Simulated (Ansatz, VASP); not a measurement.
**One calculation of InP, two programs**

```
In P
1.0
     0.00000    2.93050    2.93050
     2.93050    0.00000    2.93050
     2.93050    2.93050    0.00000
In P
1 1
Direct
  0.00000 0.00000 0.00000
  0.25000 0.25000 0.25000
```

Alike in both runs: functional revPBE; k mesh 8 × 8 × 8; occupations gaussian, width 0.05 eV; non-collinear spin, spin-orbit coupling.

|  | VASP | Ansatz |
| --- | --- | --- |
| version | VASP 6.6.1 | Ansatz 0.2.0 |
| potentials or method | VASP PAW PBE potentials, release 64 (In_d, P) | Ansatz PAW |
| plane-wave cutoff (eV) | 500 | 420 |
| valence electrons in the cell | 18 | 18 |
| task | single point | density of states |

|  | VASP | Ansatz | Ansatz less VASP |
| --- | --- | --- | --- |
| pressure (GPa) | 4.5 | 4.6 | +0.05 |
| net moment per atom (μB) | 0.00 | 0.00 | 0.000 |

VASP's potentials were made for PBE, not for revPBE. The functional is the same, so the differences come from potentials, cutoffs and numerics.
